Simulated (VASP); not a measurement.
GaP: single point with r2SCAN

GaP:

```
CELL_PARAMETERS angstrom
2.69800 2.69800 0.00000
-2.69800 2.69800 0.00000
0.00000 2.69800 2.74907
ATOMIC_POSITIONS crystal
Ga 0.00000 0.00000 0.00000
P 0.75000 0.25000 0.50000
```

This cell differs from its parent crystal: in-plane strain -0.01, then relaxed in part.

```
Program                : VASP 6.6.1
Task                   : single point
Functional             : r2SCAN
Potentials or basis    : VASP PAW PBE potentials, release 64 (Ga_d, P)
Cutoff                 : 520 eV
k mesh                 : 8 × 8 × 8
Occupations            : gaussian, width 0.01 eV
Spin                   : no spin polarisation
Dipole correction      : no
Further INCAR settings : ALGO = Normal; EDIFF = 1e-07; NBANDS = 16
```

```
Pressure               : 1.0 GPa
Band gap on the k mesh : 1.79 eV, indirect (least direct gap 2.40 eV)
```

Stress tensor (GPa, compression positive):
```
 1.56  0.00  0.00
 0.00  1.56  0.00
 0.00  0.00 -0.04
```

Levels at points of the mesh, in eV from the valence-band top:
| k point | band 5 | band 6 | band 7 | band 8 | band 9 | band 10 | band 11 | band 12 | band 13 | band 14 |
| --- | --- | --- | --- | --- | --- | --- | --- | --- | --- | --- |
| (0.00, 0.00, 0.00) | -14.93 | -13.15 | -0.12 | 0.00 | 0.00 | 2.40 | 4.14 | 4.14 | 4.18 | 9.48 |
| (0.50, 0.00, 0.00) | -14.92 | -10.95 | -6.95 | -1.31 | -1.14 | 2.03 | 4.95 | 5.09 | 8.82 | 11.68 |
| (0.50, 0.50, 0.00) | -14.90 | -9.97 | -7.01 | -2.93 | -2.92 | 1.81 | 1.99 | 11.35 | 11.39 | 12.13 |
| (0.00, 0.00, 0.50) | -14.91 | -10.06 | -7.14 | -2.79 | -2.79 | 1.95 | 2.18 | 11.41 | 11.41 | 11.96 |

Run time: 3.3 min on 1 thread of Intel(R) Xeon(R) Platinum 8259CL CPU @ 2.50GHz (Skylake/Cascade Lake), with other jobs on the host, peak memory 0.19 GiB.

Caveat: the cell differs from its parent crystal (in-plane strain -0.01, then relaxed in part); the PAW data sets were made with another functional, which shifts forces and pressure a little. A k mesh can miss the band edges.
